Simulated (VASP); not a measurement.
A run of VASP 6.6.1 is set up as follows.

Contents of POSCAR:

```
Mo
1.0
   -1.5926584500      1.5926584500      1.5926584500
    1.5926584500     -1.5926584500      1.5926584500
    1.5926584500      1.5926584500     -1.5926584500
Mo
1
Direct
    0.0000000000      0.0000000000      0.0000000000
```

The input INCAR.step1:

```
SYSTEM = Mo
ALGO = Normal
EDIFF = 1E-4
ENCUT = 520
GGA = PE
ISMEAR = -1
LASPH = .True.
LCHARG = .False.
LREAL = .False.
LWAVE = .True.
NBANDS = 13
NELM = 60
PREC = Accurate
SIGMA = 0.1
```

INCAR.step2

```
SYSTEM = Mo
ALGO = Normal
EDIFF = 1E-6
ENCUT = 520
ISIF = 2
ISMEAR = -1
ISTART = 1
LASPH = .True.
LCHARG = .True.
LELF = .True.
LMIXTAU = .True.
LREAL = .False.
LVHAR = .True.
LWAVE = .False.
METAGGA = R2SCAN
NBANDS = 13
NELM = 60
PREC = Accurate
SIGMA = 0.1
```

Contents of KPOINTS:

```
k-points
0
Gamma
  15 15 15
  0 0 0
```

Potentials or basis: VASP PAW PBE potentials, release 64 (Mo_sv).

Launch:

```sh
$ cat potpaw_PBE.64/Mo_sv/POTCAR > POTCAR
$ cp INCAR.step1 INCAR
$ mpirun -np 1 vasp_std > vasp.out
$ cp INCAR.step2 INCAR
$ mpirun -np 1 vasp_std > vasp.out
```

**Question.** Predict the band gap on the k mesh.

**Answer.** Zero (band 7 reaches 15.68 eV, above the bottom of band 8 at 10.66 eV).

**Question.** Predict the pressure.

**Answer.** -7.3 GPa.

Caveat: the PAW data sets were made with another functional, which shifts forces and pressure a little.
